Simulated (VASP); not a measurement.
ZnSe: single point with PBE

ZnSe:

```
Zn Se
1.0
     0.00000    2.89452    2.89452
     2.89452    0.00000    2.89452
     2.89452    2.89452    0.00000
Zn Se
1 1
Direct
  0.00000 0.00000 0.00000
  0.25000 0.25000 0.25000
```

This cell differs from its parent crystal: volume changed by +3%.

| Property | Result |
| --- | --- |
| Program | VASP 6.6.1 |
| Task | single point |
| Functional | PBE |
| Potentials or basis | VASP PAW PBE potentials, release 64 (Zn, Se) |
| Cutoff | 520 eV |
| k mesh | 6 × 6 × 6 |
| Occupations | gaussian, width 0.01 eV |
| Spin | no spin polarisation |
| Dipole correction | no |
| Further INCAR settings | ALGO = Normal; EDIFF = 1e-06; NBANDS = 16 |

```yaml
Pressure: -1.3 GPa
Band_gap_on_the_k_mesh: 1.04 eV, direct
```

Levels at points of the mesh, in eV from the valence-band top:
| k point | band 5 | band 6 | band 7 | band 8 | band 9 | band 10 | band 11 | band 12 | band 13 | band 14 |
| --- | --- | --- | --- | --- | --- | --- | --- | --- | --- | --- |
| (0.00, 0.00, 0.00) | -6.02 | -6.02 | 0.00 | 0.00 | 0.00 | 1.04 | 5.81 | 5.81 | 5.81 | 9.68 |
| (0.50, 0.00, 0.00) | -6.01 | -5.89 | -4.84 | -0.78 | -0.78 | 2.43 | 6.38 | 6.38 | 8.38 | 10.68 |
| (0.50, 0.50, 0.00) | -5.98 | -5.87 | -4.48 | -1.97 | -1.97 | 3.12 | 3.45 | 10.29 | 10.81 | 10.81 |

Wall time 7.9 s on 1 thread of Intel(R) Xeon(R) 6975P-C (Granite Rapids) (shared host), peak memory 0.16 GiB.
